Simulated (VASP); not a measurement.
BP, 2 atoms in the cell. Symmetry: F-43m, No. 216, cubic system. Conventional cell: a = 4.538 Å, b = 4.538 Å, c = 4.538 Å, α = 90.00°, β = 90.00°, γ = 90.00°. B (site symmetry -43m) has 4 P at 1.97 Å within 2.6 Å. P (site symmetry -43m) has 4 B at 1.97 Å within 2.6 Å. 

```yaml
Program: VASP 6.6.1
Task: single point
Functional: PBE
Potentials_or_basis: VASP PAW PBE potentials, release 64 (B, P)
Cutoff: 520 eV
k_mesh: 8 × 8 × 8
Occupations: methfessel-paxton, width 0.01 eV
Spin: no spin polarisation
Dipole_correction: no
Further_INCAR_settings: ALGO = Normal; EDIFF = 1e-07; NBANDS = 11
```

Potentials or basis: VASP PAW PBE potentials, release 64 (B, P).

Command:

```sh
$ cat potpaw_PBE.64/B/POTCAR potpaw_PBE.64/P/POTCAR > POTCAR
$ mpirun -np 1 vasp_std > vasp.out
```

Hardware: 1 thread of Intel Xeon 8259CL (shared host).

**Question.** How long does it take, and how much memory?

**Answer.** It took 10 s on 1 thread of Intel Xeon 8259CL, on a shared host, peak memory 0.14 GiB. Counts: scf iterations 14, k points 29.
